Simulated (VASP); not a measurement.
# Ba16H (a cell with a defect) in VASP: single point with PBE

Aim: the single point of Ba16H (a cell with a defect) with PBE.

Program: VASP 6.6.1. These are calculated values, not measurements. Logs are shortened: lines on timing, memory, paths and dates and some standing lists are left out, and cuts for length are marked.

## (1) The cell of the first run

The cell holds a defect, 17 atoms: a = 10.040 Å, b = 10.040 Å, c = 10.040 Å, α = 90.00°, β = 90.00°, γ = 90.00°.

## (2) Single point, PBE

The input, INCAR:

```
SYSTEM = Ba16H
  PREC = Accurate
  ENCUT = 520
  EDIFF = 1E-6
  ISMEAR = -1
  SIGMA = 0.15
  LREAL = Auto
  LASPH = .True.
  NELM = 60
  ALGO = Normal
  ISIF = 2
  LWAVE = .False.
  LCHARG = .False.
  GGA = PE
  NBANDS = 94
```

The input, KPOINTS:

```
Automatic mesh
0
Gamma
  1 1 1
  0 0 0
```

The input, POSCAR:

```
Ba16H
1.0
   10.0400000000      0.0000000000      0.0000000000
    0.0000000000     10.0400000000      0.0000000000
    0.0000000000      0.0000000000     10.0400000000
Ba H
16 1
Direct
   -0.0066190346      0.0000111324      0.0108997325
    0.5073080681      0.0000504000      0.0113730214
   -0.0039286161      0.5000325383     -0.0005804332
    0.0189198835      0.0003850296      0.4935722876
    0.2502947469      0.2567723574      0.2389533033
    0.5051862480      0.5000544394     -0.0011923923
    0.4785726498      0.0000572445      0.4984613957
    0.7503341922      0.2541996512      0.2515478892
    0.0058031093      0.5002964576      0.5023431557
    0.2502551316      0.7433468489      0.2390748558
    0.2510076316      0.2300037219      0.7542462362
    0.4958457822      0.5001737472      0.5024372622
    0.7503134003      0.7460032414      0.2514444504
    0.7513374153      0.2451112593      0.7476020285
    0.2513329887      0.7694910166      0.7551499873
    0.7514611843      0.7551652071      0.7476088536
    0.2496588191     -0.0001606929      0.6269068662
```

Potentials or basis: VASP PAW PBE potentials, release 64 (Ba_sv, H).

The run is started by

```bash
$ cat potpaw_PBE.64/Ba_sv/POTCAR potpaw_PBE.64/H/POTCAR > POTCAR
$ mpirun -np 1 vasp_gam > vasp.out
```

OUTCAR:

```text
SYSTEM = Ba16H
   PREC = Accurate
   ENCUT = 520
   EDIFF = 1E-6
   ISMEAR = -1
   LREAL = Auto
   LASPH = .True.
   NELM = 60
   ISIF = 2
   GGA = PE

 ion  position               nearest neighbor table
   1  0.993  0.000  0.011-  13 4.28   8 4.28  10 4.31   5 4.31  15 4.32  11 4.32  16 4.35  14 4.35

   2  0.507  0.000  0.011-  13 4.27   8 4.28   5 4.30  10 4.30  15 4.31  11 4.31  16 4.37  14 4.37

   3  0.996  0.500  0.999-   5 4.27  10 4.27   8 4.31  13 4.31  14 4.36  16 4.36  15 4.46  11 4.47

   4  0.019  0.000  0.494-  17 2.68  11 4.19  15 4.21   5 4.31  10 4.31   8 4.44  13 4.44  14 4.45
                            16 4.45   7 4.62
   5  0.250  0.257  0.239-   3 4.27   6 4.28   2 4.30   1 4.31   4 4.31   7 4.32   9 4.36  12 4.36

   6  0.505  0.500  0.999-   5 4.28  10 4.28  13 4.31   8 4.31  14 4.36  16 4.36  15 4.45  11 4.46

   7  0.479  0.000  0.498-  17 2.64  11 4.14  15 4.15  10 4.32   5 4.32  16 4.45  14 4.45  13 4.48
                             8 4.48   4 4.62
   8  0.750  0.254  0.252-   2 4.28   1 4.28   3 4.31   6 4.31  12 4.36   9 4.36   4 4.44   7 4.48

   9  0.006  0.500  0.502-  10 4.35   5 4.36  13 4.36   8 4.36  16 4.37  14 4.38  11 4.45  15 4.45

  10  0.250  0.743  0.239-   3 4.27   6 4.28   2 4.30   1 4.31   4 4.31   7 4.32   9 4.35  12 4.36

  11  0.251  0.230  0.754-  17 2.64   7 4.14   4 4.19   2 4.31   1 4.32  12 4.45   9 4.45   6 4.46
                             3 4.47  15 4.62
  12  0.496  0.500  0.502-  13 4.36   8 4.36  10 4.36   5 4.36  14 4.38  16 4.38  15 4.45  11 4.45

  13  0.750  0.746  0.251-   2 4.27   1 4.28   6 4.31   3 4.31  12 4.36   9 4.36   4 4.44   7 4.48

  14  0.751  0.245  0.748-   1 4.35   3 4.36   6 4.36   2 4.37   9 4.38  12 4.38   4 4.45   7 4.45

  15  0.251  0.769  0.755-  17 2.65   7 4.15   4 4.21   2 4.31   1 4.32  12 4.45   6 4.45   9 4.45
                             3 4.46  11 4.62
  16  0.751  0.755  0.748-   1 4.35   3 4.36   6 4.36   2 4.37   9 4.37  12 4.38   4 4.45   7 4.45

  17  0.250  1.000  0.627-   7 2.64  11 2.64  15 2.65   4 2.68

  LATTYP: Found a simple cubic cell.
 ALAT       =    10.0400000000

  Lattice vectors:

 A1 = (  10.0400000000,   0.0000000000,   0.0000000000)
 A2 = (   0.0000000000,  10.0400000000,   0.0000000000)
 A3 = (   0.0000000000,   0.0000000000,  10.0400000000)

Analysis of symmetry for initial positions (statically):
=====================================================================
 Subroutine PRICEL returns:
 Original cell was already a primitive cell.

 Routine SETGRP: Setting up the symmetry group for a
 simple cubic supercell.

 Subroutine GETGRP returns: Found  1 space group operations
 (whereof  1 operations were pure point group operations)
 out of a pool of 48 trial point group operations.

The static configuration has the point symmetry C_1 .

Analysis of symmetry for dynamics (positions and initial velocities):
=====================================================================
 Subroutine PRICEL returns:
 Original cell was already a primitive cell.

 Routine SETGRP: Setting up the symmetry group for a
 simple cubic supercell.

 Subroutine GETGRP returns: Found  1 space group operations
 (whereof  1 operations were pure point group operations)
 out of a pool of 48 trial point group operations.

The dynamic configuration has the point symmetry C_1 .

 Subroutine INISYM returns: Found  1 space group operations
 (whereof  1 operations are pure point group operations),
 and found     1 'primitive' translations

----------------------------------------------------------------------------------------

                                     Primitive cell

  volume of cell :    1012.0481

  direct lattice vectors                    reciprocal lattice vectors
    10.040000000  0.000000000  0.000000000     0.099601594  0.000000000  0.000000000
     0.000000000 10.040000000  0.000000000     0.000000000  0.099601594  0.000000000
     0.000000000  0.000000000 10.040000000     0.000000000  0.000000000  0.099601594

  length of vectors
    10.040000000 10.040000000 10.040000000     0.099601594  0.099601594  0.099601594

  position of ions in fractional coordinates (direct lattice)
     0.993380965  0.000011132  0.010899733
     0.507308068  0.000050400  0.011373021
     0.996071384  0.500032538  0.999419567
     0.018919883  0.000385030  0.493572288
     0.250294747  0.256772357  0.238953303
     0.505186248  0.500054439  0.998807608
[... 9 lines left out ...]
     0.751461184  0.755165207  0.747608854
     0.249658819  0.999839307  0.626906866

  ion indices of the primitive-cell ions
   primitive index   ion index
                 1           1
                 2           2
                 3           3
                 4           4
                 5           5
                 6           6
[... 9 lines left out ...]
                16          16
                17          17

----------------------------------------------------------------------------------------

 KPOINTS: Automatic mesh

Automatic generation of k-mesh.
 Grid dimensions read from file:
 generate k-points for:    1    1    1

 Generating k-lattice:

  Cartesian coordinates                     Fractional coordinates (reciprocal lattice)
     0.099601594  0.000000000  0.000000000     1.000000000  0.000000000  0.000000000
     0.000000000  0.099601594  0.000000000     0.000000000  1.000000000  0.000000000
     0.000000000  0.000000000  0.099601594     0.000000000  0.000000000  1.000000000

  Length of vectors
     0.099601594  0.099601594  0.099601594

  Shift w.r.t. Gamma in fractional coordinates (k-lattice)
     0.000000000  0.000000000  0.000000000

 Subroutine IBZKPT returns following result:
 ===========================================

 Found      1 irreducible k-points:

 Following reciprocal coordinates:
            Coordinates               Weight
  0.000000  0.000000  0.000000      1.000000
   k-points           NKPTS =      1   k-points in BZ     NKDIM =      1   number of bands    NBANDS=     94
   number of dos      NEDOS =    301   number of ions     NIONS =     17
   total plane-waves  NPLWV = 512000
   dimension x,y,z NGX =    80 NGY =   80 NGZ =   80
   dimension x,y,z NGXF=   160 NGYF=  160 NGZF=  160
   ions per type =              16   1
   NGX,Y,Z   is equivalent  to a cutoff of  13.25, 13.25, 13.25 a.u.
   NGXF,Y,Z  is equivalent  to a cutoff of  26.49, 26.49, 26.49 a.u.
 SYSTEM =  Ba16H
   PREC   = accura    normal or accurate (medium, high low for compatibility)
   ISTART =      0    job   : 0-new  1-cont  2-samecut
   ICHARG =      2    charge: 1-file 2-atom 10-const
   ISPIN  =      1    spin polarized calculation?
   LNONCOLLINEAR =      F non collinear calculations
   LSORBIT =      F    spin-orbit coupling
   LASPH  =      T    aspherical Exc in radial PAW
   ENCUT  =  520.0 eV  38.22 Ry    6.18 a.u.  18.67 18.67 18.67*2*pi/ulx,y,z
   NELM   =     60;   NELMIN=  2; NELMDL= -5     # of ELM steps
   EDIFF  = 0.1E-05   stopping-criterion for ELM
   LREAL  =      T    real-space projection
   EDIFFG = 0.1E-04   stopping-criterion for IOM
   NSW    =      0    number of steps for IOM
   IBRION =     -1    ionic relax: 0-MD 1-quasi-New 2-CG
   NFREE  =      0    steps in history (QN), initial steepest desc. (CG)
   ISIF   =      2    stress and relaxation
   ISYM   =      2    0-nonsym 1-usesym 2-fastsym
   POTIM  = 0.5000    time-step for ionic-motion
   TEBEG  =    0.0;   TEEND  =   0.0 temperature during run
   PSTRESS=    0.0 pullay stress
   NELECT =     161.0000    total number of electrons
   NUPDOWN=      -1.0000    fix difference up-down
   EMIN   =  10.00;   EMAX   =-10.00  energy-range for DOS
   EFERMI =   0.00;   METHOD = LEGACY
   ISMEAR =    -1;   SIGMA  =   0.15  broadening in eV -4-tet -1-fermi 0-gaus
   EFERMI_NEDOS =   21; number of points for ismear=-14 and -15
   IALGO  =     38    algorithm
   IMIX   =      4    mixing-type and parameters
     AMIX     =   0.40;   BMIX     =  1.00
     AMIX_MAG =   1.60;   BMIX_MAG =  1.00
  volume/ion in A,a.u.               =      59.53       401.74
  Fermi-wavevector in a.u.,A,eV,Ry     =   0.887053  1.676288 10.705930  0.786864
  Thomas-Fermi vector in A             =   2.008301
   LORBIT       =      0    0 simple, 1 ext, 2 COOP (PROOUT), +10 PAW based schemes
   GGA     = PE    functional components
   LHFCALC =     F    Hartree Fock is set to
   AEXX    =    0.0000 exact exchange contribution
   IVDW    =     0    specifies the selected vdW correction
   LEPSILON=     F    determine dielectric tensor
   LRPA    =     F    only Hartree local field effects (RPA)
 non-spin polarized calculation
  energy-cutoff  :      520.00
  volume of cell :     1012.05
 maximum number of plane-waves:     13601
 NGX is ok and might be reduce to    80
   NGX = 37   NGY = 37   NGZ = 37

 number of electron     160.9999995 magnetization

 Free energy of the ion-electron system (eV)
  ---------------------------------------------------
  ext. energy  EPLUGINS =         0.00000000
  ---------------------------------------------------
  free energy    TOTEN  =       -38.95836709 eV

  energy without entropy =      -38.04840615  energy(sigma->0) =      -38.50338662

 E-fermi :   1.7758     XC(G=0):  -7.4052

 val. band max:        1.4747932832   @ k =   0.0000   0.0000   0.0000
 cond. band min:       2.1167806764   @ k =   0.0000   0.0000   0.0000
 fundamental gap:      0.6419873932
 Fermi energy:         1.7758473835

 k-point     1 :       0.0000    0.0000    0.0000
  band No.  band energies     occupation
      1     -27.2678      2.00000
      2     -27.2450      2.00000
      3     -27.2433      2.00000
      4     -27.2418      2.00000
      5     -27.2398      2.00000
      6     -27.2327      2.00000
[... 84 lines left out ...]
     91       2.3469      0.04345
     92       2.3712      0.03708
 [bands above 92 left out]

------------------------ aborting loop because EDIFF is reached ----------------------------------------

  FORCE on cell =-STRESS in cart. coord.  units (eV):
  Direction    XX          YY          ZZ          XY          YZ          ZX
  --------------------------------------------------------------------------------------
  -------------------------------------------------------------------------------------
  Total       -6.1723633     -6.1388587     -4.5811242     -0.0000002      0.0127312     -0.0755906
  in kB       -9.7714930     -9.7184517     -7.2523960     -0.0000004      0.0201548     -0.1196679
  external PRESSURE =      -8.9141136 kB  Pullay stress =       0.0000000 kB

 VOLUME and BASIS-vectors are now :
 -----------------------------------------------------------------------------
  energy-cutoff  :      520.00
  volume of cell :     1012.05
      direct lattice vectors                 reciprocal lattice vectors
    10.040000000  0.000000000  0.000000000     0.099601594  0.000000000  0.000000000
     0.000000000 10.040000000  0.000000000     0.000000000  0.099601594  0.000000000
     0.000000000  0.000000000 10.040000000     0.000000000  0.000000000  0.099601594

 POSITION                                       TOTAL-FORCE (eV/Angst)
 -----------------------------------------------------------------------------------
      9.97354      0.00011      0.10943         0.007976      0.001735      0.004412
      5.09337      0.00051      0.11419         0.002219      0.000880     -0.001924
     10.00056      5.02033     10.03417         0.005154     -0.000216     -0.017674
      0.18996      0.00387      4.95547         0.005601     -0.010713      0.059138
      2.51296      2.57799      2.39909         0.006801      0.000480     -0.000060
      5.07207      5.02055     10.02803        -0.000462     -0.001728     -0.000862
[... 9 lines left out ...]
      7.54467      7.58186      7.50599        -0.013572      0.007883     -0.001008
      2.50657     10.03839      6.29414        -0.025316     -0.003555     -0.016904
 -----------------------------------------------------------------------------------
    total drift:                                0.000020     -0.002588     -0.001167

  FREE ENERGIE OF THE ION-ELECTRON SYSTEM (eV)
  ---------------------------------------------------
  free  energy   TOTEN  =       -38.9583670882 eV

  energy  without entropy=      -38.0484061474  energy(sigma->0) =      -38.50338662
```

It took 3.1 min on 1 thread of Intel Xeon 6975P-C (Granite Rapids), shared host; peak memory 0.94 GiB.

Results:

| Property | Result |
| --- | --- |
| Free energy | -38.9584 eV |
| Pressure | -0.9 GPa |
| Largest force | 0.111 eV/Å |

Forces on the atoms (eV/Å):
```
Ba   0.008  0.002  0.004
Ba   0.002  0.001 -0.002
Ba   0.005  0.000 -0.018
Ba   0.006 -0.011  0.059
Ba   0.007  0.000  0.000
Ba   0.000 -0.002 -0.001
Ba   0.089 -0.002 -0.067
Ba  -0.008  0.001  0.008
Ba   0.003 -0.003 -0.003
Ba   0.008  0.002 -0.002
Ba  -0.023  0.055  0.025
Ba  -0.010 -0.001  0.004
Ba  -0.006  0.000  0.011
Ba  -0.012 -0.009 -0.002
Ba  -0.028 -0.037  0.001
Ba  -0.014  0.008 -0.001
H   -0.025 -0.004 -0.017
```

Levels at points of the mesh, in eV from the Fermi level:
```tsv
k point	band 77	band 78	band 79	band 80	band 81	band 82	band 83	band 84
(0.00, 0.00, 0.00)	-1.00	-0.74	-0.67	-0.30	0.34	0.34	0.35	0.35
```

Caveat: the k points lie up to 0.63 Å⁻¹ apart; spin-orbit coupling is left out, which moves the levels of the heavy elements.
